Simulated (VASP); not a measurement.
Here is a VASP 6.6.1 calculation.

Contents of POSCAR:

```
BiB
1.0
    4.1609172379      0.0000000000      0.0000000000
   -2.0804586190      3.6034600310      0.0000000000
    0.0000000000      0.0000000000      5.5892505331
B Bi
2 2
Direct
    0.3333333333      0.6666666667      0.2500000000
    0.6666666667      0.3333333333      0.7500000000
    0.6666666667      0.3333333333      0.2500000000
    0.3333333333      0.6666666667      0.7500000000
```

The input INCAR.step1:

```
SYSTEM = BiB
PREC = Accurate
ENCUT = 520
ISMEAR = -1
SIGMA = 0.02
LREAL = .FALSE.
LASPH = .TRUE.
NELM = 100
NBANDS = 26
GGA = PE
ALGO = Normal
EDIFF = 1E-4
LWAVE = .TRUE.
LCHARG = .FALSE.
```

The input INCAR.step2:

```
SYSTEM = BiB
PREC = Accurate
ENCUT = 520
EDIFF = 1E-6
ISMEAR = -1
SIGMA = 0.02
LREAL = .FALSE.
LASPH = .TRUE.
NELM = 100
ALGO = Normal
ISIF = 2
LWAVE = .FALSE.
LCHARG = .TRUE.
METAGGA = R2SCAN
LMIXTAU = .TRUE.
LELF = .TRUE.
LVHAR = .TRUE.
NBANDS = 26
ISTART = 1
```

Contents of KPOINTS:

```
regular mesh
0
G
  6 6 4
  0 0 0
```

Potentials or basis: VASP PAW PBE potentials, release 64 (B, Bi_d).

Command:

```bash
$ cat potpaw_PBE.64/B/POTCAR potpaw_PBE.64/Bi_d/POTCAR > POTCAR
$ cp INCAR.step1 INCAR
$ mpirun -np 1 vasp_std > vasp.out
$ cp INCAR.step2 INCAR
$ mpirun -np 1 vasp_std > vasp.out
```

Task: Estimate the band gap on the k mesh.

Result: Zero (bands 18 and 19 overlap by 2.17 eV).

Task: Estimate the pressure.

Result: 0.0 GPa.

Stress tensor (GPa, compression positive):
```
-0.02  0.00  0.00
 0.00 -0.02  0.00
 0.00  0.00  0.07
```

Caveat: the PAW data sets were made with another functional, which shifts forces and pressure a little; spin-orbit coupling is left out, which moves the levels of the heavy elements.
